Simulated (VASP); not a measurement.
# Zn (Fm-3m) in VASP: a series of runs

The runs below take Zn through single point, with r2SCAN.

Program: VASP 6.6.1. These are calculated values, not measurements. Logs are shortened: lines on timing, memory, paths and dates and some standing lists are left out, and cuts for length are marked.

## Step 1: The cell of the first run

The structure is cubic, space group Fm-3m (No. 225). Conventional cell: a = 3.902 Å, b = 3.902 Å, c = 3.902 Å, α = 90.00°, β = 90.00°, γ = 90.00°. Zn (site symmetry m-3m) has 12 Zn at 2.76 Å within 3.6 Å.

## Step 2: Single point, r2SCAN

POSCAR reads:

```
Zn
1.0
    0.0000000000      1.9508698920      1.9508698920
    1.9508698920      0.0000000000      1.9508698920
    1.9508698920      1.9508698920      0.0000000000
Zn
1
Direct
    0.0000000000      0.0000000000      0.0000000000
```

INCAR.step1 reads:

```
PREC     = Accurate       # precision mode
ENCUT    = 520            # plane-wave cutoff, eV
ISMEAR   = -1             # smearing method
SIGMA    = 0.1            # smearing width, eV
LREAL    = F              # projectors in reciprocal space
LASPH    = T              # aspherical terms in the spheres
NELM     = 60             # most SCF steps
NBANDS   = 12             # bands
GGA      = PE             # functional
ALGO     = Normal         # electronic algorithm
EDIFF    = 1E-4           # SCF threshold, eV
LWAVE    = T              # write WAVECAR
LCHARG   = F              # write CHGCAR
```

INCAR.step2 reads:

```
PREC     = Accurate       # precision mode
ENCUT    = 520            # plane-wave cutoff, eV
EDIFF    = 1E-7           # SCF threshold, eV
ISMEAR   = -1             # smearing method
SIGMA    = 0.1            # smearing width, eV
LREAL    = F              # projectors in reciprocal space
LASPH    = T              # aspherical terms in the spheres
NELM     = 60             # most SCF steps
ALGO     = Normal         # electronic algorithm
ISIF     = 2              # what is computed and relaxed
LWAVE    = F              # write WAVECAR
LCHARG   = F              # write CHGCAR
METAGGA  = R2SCAN         # meta-GGA
LMIXTAU  = T            
NBANDS   = 12             # bands
ISTART   = 1
```

KPOINTS reads:

```
regular mesh
0
Gamma
  15 15 15
```

Potentials or basis: VASP PAW PBE potentials, release 64 (Zn).

On the command line:

```
$ cat potpaw_PBE.64/Zn/POTCAR > POTCAR
$ cp INCAR.step1 INCAR
$ mpirun -np 1 vasp_std > vasp.out
$ cp INCAR.step2 INCAR
$ mpirun -np 1 vasp_std > vasp.out
```

OUTCAR:

```text
PREC = Accurate
   ENCUT = 520
   EDIFF = 1E-7
   ISMEAR = -1
   LREAL = F
   LASPH = T
   NELM = 60
   ISIF = 2
   METAGGA = R2SCAN
   ISTART = 1

 ion  position               nearest neighbor table
   1  0.000  0.000  0.000-

  LATTYP: Found a face centered cubic cell.
 ALAT       =     3.9017397840

  Lattice vectors:

 A1 = (   0.0000000000,   1.9508698920,   1.9508698920)
 A2 = (   1.9508698920,   0.0000000000,   1.9508698920)
 A3 = (   1.9508698920,   1.9508698920,   0.0000000000)

Analysis of symmetry for initial positions (statically):
=====================================================================
 Subroutine PRICEL returns:
 Original cell was already a primitive cell.

 Routine SETGRP: Setting up the symmetry group for a
 face centered cubic supercell.

 Subroutine GETGRP returns: Found 48 space group operations
 (whereof 48 operations were pure point group operations)
 out of a pool of 48 trial point group operations.

The static configuration has the point symmetry O_h .

Analysis of symmetry for dynamics (positions and initial velocities):
=====================================================================
 Subroutine PRICEL returns:
 Original cell was already a primitive cell.

 Routine SETGRP: Setting up the symmetry group for a
 face centered cubic supercell.

 Subroutine GETGRP returns: Found 48 space group operations
 (whereof 48 operations were pure point group operations)
 out of a pool of 48 trial point group operations.

The dynamic configuration has the point symmetry O_h .

 Subroutine INISYM returns: Found 48 space group operations
 (whereof 48 operations are pure point group operations),
 and found     1 'primitive' translations

----------------------------------------------------------------------------------------

                                     Primitive cell

  volume of cell :      14.8496

  direct lattice vectors                    reciprocal lattice vectors
     0.000000000  1.950869892  1.950869892    -0.256295923  0.256295923  0.256295923
     1.950869892  0.000000000  1.950869892     0.256295923 -0.256295923  0.256295923
     1.950869892  1.950869892  0.000000000     0.256295923  0.256295923 -0.256295923

  length of vectors
     2.758946660  2.758946660  2.758946660     0.443917561  0.443917561  0.443917561

  position of ions in fractional coordinates (direct lattice)
     0.000000000  0.000000000  0.000000000

  ion indices of the primitive-cell ions
   primitive index   ion index
                 1           1

[... 78 lines left out ...]
   ISYM   =      2    0-nonsym 1-usesym 2-fastsym
   POTIM  = 0.5000    time-step for ionic-motion
   TEBEG  =    0.0;   TEEND  =   0.0 temperature during run
   PSTRESS=    0.0 pullay stress
   NELECT =      12.0000    total number of electrons
   NUPDOWN=      -1.0000    fix difference up-down
   EMIN   =  10.00;   EMAX   =-10.00  energy-range for DOS
   EFERMI =   0.00;   METHOD = LEGACY
   ISMEAR =    -1;   SIGMA  =   0.10  broadening in eV -4-tet -1-fermi 0-gaus
   EFERMI_NEDOS =   21; number of points for ismear=-14 and -15
   IALGO  =     38    algorithm
   IMIX   =      4    mixing-type and parameters
     AMIX     =   0.40;   BMIX     =  1.00
     AMIX_MAG =   1.60;   BMIX_MAG =  1.00
  volume/ion in A,a.u.               =      14.85       100.21
  Fermi-wavevector in a.u.,A,eV,Ry     =   1.524861  2.881570 31.636284  2.325201
  Thomas-Fermi vector in A             =   2.633110
   LORBIT       =      0    0 simple, 1 ext, 2 COOP (PROOUT), +10 PAW based schemes
   METAGGA = R2SCAN    functional components
   LHFCALC =     F    Hartree Fock is set to
   AEXX    =    0.0000 exact exchange contribution
   IVDW    =     0    specifies the selected vdW correction
   LEPSILON=     F    determine dielectric tensor
   LRPA    =     F    only Hartree local field effects (RPA)
 non-spin polarized calculation
  energy-cutoff  :      520.00
  volume of cell :       14.85
 maximum number of plane-waves:       415
 NGX is ok and might be reduce to    24
   NGX = 11   NGY = 11   NGZ = 11

 number of electron      12.0000009 magnetization

 Free energy of the ion-electron system (eV)
  ---------------------------------------------------
  ext. energy  EPLUGINS =         0.00000000
  ---------------------------------------------------
  free energy    TOTEN  =        -8.86745759 eV

  energy without entropy =       -8.85795228  energy(sigma->0) =       -8.86270494

 E-fermi :   3.1092     XC(G=0): -12.8075

 val. band max:        3.0944939066   @ k =   0.4667   0.0667   0.0000
 cond. band min:       3.1816198624   @ k =  -0.3333   0.4000   0.2000
 fundamental gap:      0.0871259558
 Fermi energy:         3.1092382580

 k-point     1 :       0.0000    0.0000    0.0000
  band No.  band energies     occupation
      1      -7.9048      2.00000
      2      -4.8901      2.00000
      3      -4.8900      2.00000
      4      -4.8900      2.00000
      5      -4.4886      2.00000
      6      -4.4886      2.00000
      7      22.7745      0.00000
      8      22.7745      0.00000
      9      22.7745      0.00000
     10      22.9760      0.00000
     11      25.2210      0.00000
     12      25.2210      0.00000
[... 331 lines left out ...]
 k-point    24 :       0.2000    0.1333    0.0000
  band No.  band energies     occupation
      1      -6.6757      2.00000
      2      -5.0505      2.00000
      3      -4.7412      2.00000
      4      -4.7283      2.00000
      5      -4.5596      2.00000
      6      -4.4147      2.00000
      7      15.8944      0.00000
      8      17.7957      0.00000
      9      19.6871      0.00000
     10      21.6478      0.00000
     11      22.2802      0.00000
     12      29.8558      0.00000

 [... further k-points ...]

------------------------ aborting loop because EDIFF is reached ----------------------------------------

  FORCE on cell =-STRESS in cart. coord.  units (eV):
  Direction    XX          YY          ZZ          XY          YZ          ZX
  --------------------------------------------------------------------------------------
  -------------------------------------------------------------------------------------
  Total       -0.2510921     -0.2510921     -0.2510921      0.0000000      0.0000000     -0.0000000
  in kB      -27.0912309    -27.0912309    -27.0912309      0.0000000      0.0000000     -0.0000000
  external PRESSURE =     -27.0912309 kB  Pullay stress =       0.0000000 kB

 VOLUME and BASIS-vectors are now :
 -----------------------------------------------------------------------------
  energy-cutoff  :      520.00
  volume of cell :       14.85
      direct lattice vectors                 reciprocal lattice vectors
     0.000000000  1.950869892  1.950869892    -0.256295923  0.256295923  0.256295923
     1.950869892  0.000000000  1.950869892     0.256295923 -0.256295923  0.256295923
     1.950869892  1.950869892  0.000000000     0.256295923  0.256295923 -0.256295923

 POSITION                                       TOTAL-FORCE (eV/Angst)
 -----------------------------------------------------------------------------------
      0.00000      0.00000      0.00000         0.000000     -0.000000      0.000000
 -----------------------------------------------------------------------------------
    total drift:                               -0.000000      0.000000      0.000000

  FREE ENERGIE OF THE ION-ELECTRON SYSTEM (eV)
  ---------------------------------------------------
  free  energy   TOTEN  =        -8.8674575871 eV

  energy  without entropy=       -8.8579522850  energy(sigma->0) =       -8.86270494
```

OUTCAR.step1:

```text
PREC = Accurate
   ENCUT = 520
   ISMEAR = -1
   LREAL = F
   LASPH = T
   NELM = 60
[... 574 lines left out ...]

 POSITION                                       TOTAL-FORCE (eV/Angst)
 -----------------------------------------------------------------------------------
      0.00000      0.00000      0.00000         0.000000      0.000000     -0.000000
 -----------------------------------------------------------------------------------
    total drift:                                0.000000      0.000000     -0.000000

  FREE ENERGIE OF THE ION-ELECTRON SYSTEM (eV)
  ---------------------------------------------------
  free  energy   TOTEN  =        -1.0870051397 eV

  energy  without entropy=       -1.0769991426  energy(sigma->0) =       -1.08200214
```

OSZICAR.step1:

```text
N       E                     dE             d eps       ncg     rms          rms(c)
DAV:   1     0.426237552937E+02    0.42624E+02   -0.66770E+03  2976   0.160E+03
DAV:   2     0.448816998137E-01   -0.42579E+02   -0.40249E+02  2972   0.217E+02
DAV:   3    -0.118957352431E+01   -0.12345E+01   -0.12324E+01  3340   0.367E+01
DAV:   4    -0.119214997955E+01   -0.25765E-02   -0.25764E-02  3236   0.164E+00
DAV:   5    -0.119215174709E+01   -0.17675E-05   -0.17673E-05  2616   0.427E-02    0.294E+00
DAV:   6    -0.109437245325E+01    0.97779E-01   -0.52734E-01  3520   0.146E+01    0.222E+00
DAV:   7    -0.108925986149E+01    0.51126E-02   -0.98593E-03  3148   0.194E+00    0.112E+00
DAV:   8    -0.108699952206E+01    0.22603E-02   -0.11200E-03  3460   0.484E-01    0.355E-02
DAV:   9    -0.108700513965E+01   -0.56176E-05   -0.84089E-05  2156   0.135E-01
   1 F= -.10870051E+01 E0= -.10820021E+01  d E =-.100060E-01
```

It took 39 s on 1 thread of Intel Xeon 6975P-C (Granite Rapids), shared host; peak memory 0.15 GiB.

What came out:

```
Free energy            : -8.8675 eV
Pressure               : -2.7 GPa
Band gap on the k mesh : zero (band 6 reaches 5.04 eV, above the bottom of band 7 at 1.94 eV)
```

Caveat: the PAW data sets were made with another functional, which shifts forces and pressure a little.

## Step 3: Single point, r2SCAN

This run uses another cell than the first one, of 15.30 Å³/atom, 1.031 times its volume.

POSCAR reads:

```
Zn
1.0
    0.0000000000      1.9705769823      1.9705769823
    1.9705769823      0.0000000000      1.9705769823
    1.9705769823      1.9705769823      0.0000000000
Zn
1
Direct
    0.0000000000      0.0000000000      0.0000000000
```

INCAR.step1 reads:

```
PREC = Accurate ; ENCUT = 520
ISMEAR = -1 ; SIGMA = 0.1
LREAL = F ; LASPH = T
NELM = 80 ; NBANDS = 12
GGA = PE ; ALGO = Normal
EDIFF = 1E-4 ; LWAVE = T
LCHARG = F
```

INCAR.step2 reads:

```
PREC = Accurate ; ENCUT = 520
EDIFF = 1E-6 ; ISMEAR = -1
SIGMA = 0.1 ; LREAL = F
LASPH = T ; NELM = 80
ALGO = Normal ; ISIF = 2
LWAVE = F ; LCHARG = F
METAGGA = R2SCAN ; LMIXTAU = T
NBANDS = 12 ; ISTART = 1
```

KPOINTS is that of step 2.

Potentials or basis: VASP PAW PBE potentials, release 64 (Zn).

On the command line:

```
$ cat potpaw_PBE.64/Zn/POTCAR > POTCAR
$ cp INCAR.step1 INCAR
$ mpirun -np 1 vasp_std > vasp.out
$ cp INCAR.step2 INCAR
$ mpirun -np 1 vasp_std > vasp.out
```

OUTCAR:

```text
PREC = Accurate
   ENCUT = 520
   EDIFF = 1E-6
   ISMEAR = -1
   LREAL = F
   LASPH = T
   NELM = 80
   ISIF = 2
   METAGGA = R2SCAN
   ISTART = 1

 ion  position               nearest neighbor table
   1  0.000  0.000  0.000-

  LATTYP: Found a face centered cubic cell.
 ALAT       =     3.9411539646

  Lattice vectors:

 A1 = (   0.0000000000,   1.9705769823,   1.9705769823)
 A2 = (   1.9705769823,   0.0000000000,   1.9705769823)
[... 537 lines left out ...]
     10      21.0015      0.00000
     11      21.7699      0.00000
     12      29.1892      0.00000

 [... further k-points ...]

------------------------ aborting loop because EDIFF is reached ----------------------------------------

  FORCE on cell =-STRESS in cart. coord.  units (eV):
  Direction    XX          YY          ZZ          XY          YZ          ZX
  --------------------------------------------------------------------------------------
  -------------------------------------------------------------------------------------
  Total       -0.4524750     -0.4524750     -0.4524750      0.0000000      0.0000000     -0.0000000
  in kB      -47.3690814    -47.3690814    -47.3690814      0.0000000      0.0000000     -0.0000000
  external PRESSURE =     -47.3690814 kB  Pullay stress =       0.0000000 kB

 VOLUME and BASIS-vectors are now :
 -----------------------------------------------------------------------------
  energy-cutoff  :      520.00
  volume of cell :       15.30
      direct lattice vectors                 reciprocal lattice vectors
     0.000000000  1.970576982  1.970576982    -0.253732792  0.253732792  0.253732792
     1.970576982  0.000000000  1.970576982     0.253732792 -0.253732792  0.253732792
     1.970576982  1.970576982  0.000000000     0.253732792  0.253732792 -0.253732792

 POSITION                                       TOTAL-FORCE (eV/Angst)
 -----------------------------------------------------------------------------------
      0.00000      0.00000      0.00000         0.000000      0.000000     -0.000000
 -----------------------------------------------------------------------------------
    total drift:                                0.000000      0.000000      0.000000

  FREE ENERGIE OF THE ION-ELECTRON SYSTEM (eV)
  ---------------------------------------------------
  free  energy   TOTEN  =        -8.8563299752 eV

  energy  without entropy=       -8.8465753994  energy(sigma->0) =       -8.85145269
```

OUTCAR.step1:

```text
PREC = Accurate
   ENCUT = 520
   ISMEAR = -1
   LREAL = F
   LASPH = T
   NELM = 80
[... 574 lines left out ...]

 POSITION                                       TOTAL-FORCE (eV/Angst)
 -----------------------------------------------------------------------------------
      0.00000      0.00000      0.00000         0.000000      0.000000     -0.000000
 -----------------------------------------------------------------------------------
    total drift:                               -0.000000      0.000000     -0.000000

  FREE ENERGIE OF THE ION-ELECTRON SYSTEM (eV)
  ---------------------------------------------------
  free  energy   TOTEN  =        -1.0888799328 eV

  energy  without entropy=       -1.0785398711  energy(sigma->0) =       -1.08370990
```

OSZICAR.step1:

```text
N       E                     dE             d eps       ncg     rms          rms(c)
DAV:   1     0.430279395626E+02    0.43028E+02   -0.65833E+03  2964   0.158E+03
DAV:   2     0.136888183524E+00   -0.42891E+02   -0.40266E+02  2984   0.214E+02
DAV:   3    -0.118304853517E+01   -0.13199E+01   -0.13179E+01  3368   0.375E+01
DAV:   4    -0.118603199292E+01   -0.29835E-02   -0.29832E-02  3256   0.173E+00
DAV:   5    -0.118603412354E+01   -0.21306E-05   -0.21308E-05  2644   0.460E-02    0.274E+00
DAV:   6    -0.109543712078E+01    0.90597E-01   -0.48828E-01  3468   0.140E+01    0.210E+00
DAV:   7    -0.109089973877E+01    0.45374E-02   -0.92070E-03  3120   0.186E+00    0.106E+00
DAV:   8    -0.108887237948E+01    0.20274E-02   -0.11054E-03  3436   0.473E-01    0.372E-02
DAV:   9    -0.108887993283E+01   -0.75533E-05   -0.80092E-05  2172   0.127E-01
   1 F= -.10888799E+01 E0= -.10837099E+01  d E =-.103401E-01
```

Wall time 32 s (1 thread of Intel Xeon 6975P-C (Granite Rapids), shared host); peak memory 0.15 GiB.

Results:

```yaml
Free_energy: -8.8563 eV
Pressure: -4.7 GPa
Band_gap_on_the_k_mesh: zero (band 6 reaches 4.79 eV, above the bottom of band 7 at 1.67 eV)
```

Caveat: the PAW data sets were made with another functional, which shifts forces and pressure a little.

## Step 4: Single point, r2SCAN

This run uses another cell than the first one, of 15.30 Å³/atom, 1.031 times its volume.

POSCAR is that of step 3.

INCAR.step1 reads:

```
SYSTEM = Zn
PREC = Accurate
ENCUT = 520
ISMEAR = -1
SIGMA = 0.1
LREAL = .False.
LASPH = .True.
NELM = 80
NBANDS = 12
GGA = PE
ALGO = Normal
EDIFF = 1E-4
LWAVE = .True.
LCHARG = .False.
```

INCAR.step2 reads:

```
SYSTEM = Zn
PREC = Accurate
ENCUT = 520
EDIFF = 1E-6
ISMEAR = -1
SIGMA = 0.1
LREAL = .False.
LASPH = .True.
NELM = 80
ALGO = Normal
ISIF = 2
LWAVE = .False.
LCHARG = .False.
METAGGA = R2SCAN
LMIXTAU = .True.
NBANDS = 12
ISTART = 1
```

KPOINTS reads:

```
Automatic mesh
0
Gamma
  15 15 15
  0 0 0
```

On the command line:

```
$ cat potpaw_PBE.64/Zn/POTCAR > POTCAR
$ cp INCAR.step1 INCAR
$ mpirun -np 1 vasp_std > vasp.out
$ cp INCAR.step2 INCAR
$ mpirun -np 1 vasp_std > vasp.out
```

Run time: 32 s. Hardware: 1 thread of Intel Xeon 6975P-C (Granite Rapids), shared host; peak memory 0.15 GiB.

The run converged. Its results:

```yaml
Free_energy: -8.8563 eV
Pressure: -4.7 GPa
Band_gap_on_the_k_mesh: zero (band 6 reaches 4.79 eV, above the bottom of band 7 at 1.67 eV)
```

Levels at points of the mesh, in eV from the Fermi level:
```tsv
k point	band 2	band 3	band 4	band 5	band 6	band 7	band 8	band 9	band 10	band 11
(0.00, 0.00, 0.00)	-7.90	-7.90	-7.90	-7.52	-7.52	19.24	19.24	19.24	19.65	21.74
```

Caveat: the PAW data sets were made with another functional, which shifts forces and pressure a little.

## Step 5: Single point, r2SCAN

This run uses another cell than the first one, of 15.76 Å³/atom, 1.061 times its volume.

POSCAR reads:

```
Zn
1.0
    0.0000000000      1.9898975966      1.9898975966
    1.9898975966      0.0000000000      1.9898975966
    1.9898975966      1.9898975966      0.0000000000
Zn
1
Direct
    0.0000000000      0.0000000000      0.0000000000
```

INCAR.step1 reads:

```
PREC = Accurate ; ENCUT = 520
ISMEAR = -1 ; SIGMA = 0.1
LREAL = F ; LASPH = T
NELM = 100 ; NBANDS = 12
GGA = PE ; ALGO = Normal
EDIFF = 1E-4 ; LWAVE = T
LCHARG = F
```

INCAR.step2 reads:

```
PREC = Accurate ; ENCUT = 520
EDIFF = 1E-7 ; ISMEAR = -1
SIGMA = 0.1 ; LREAL = F
LASPH = T ; NELM = 100
ALGO = Normal ; ISIF = 2
LWAVE = F ; LCHARG = F
METAGGA = R2SCAN ; LMIXTAU = T
NBANDS = 12 ; ISTART = 1
```

KPOINTS reads:

```
Automatic mesh
0
Gamma
  15 15 15
```

On the command line:

```
$ cat potpaw_PBE.64/Zn/POTCAR > POTCAR
$ cp INCAR.step1 INCAR
$ mpirun -np 1 vasp_std > vasp.out
$ cp INCAR.step2 INCAR
$ mpirun -np 1 vasp_std > vasp.out
```

Wall time 42 s (1 thread of Intel Xeon 6975P-C (Granite Rapids), shared host); peak memory 0.15 GiB.

It converged, with:

| Item | Value |
| --- | --- |
| Free energy | -8.8401 eV |
| Pressure | -6.4 GPa |
| Band gap on the k mesh | zero (band 6 reaches 4.55 eV, above the bottom of band 7 at 1.43 eV) |

Levels at points of the mesh, in eV from the Fermi level:
```csv
k point,band 3,band 4,band 5,band 6,band 7,band 8,band 9,band 10
"(0.00, 0.00, 0.00)",-7.82,-7.82,-7.46,-7.46,18.83,18.83,18.83,19.45
```

Caveat: the PAW data sets were made with another functional, which shifts forces and pressure a little.

(Continued in part 2 of 2.)
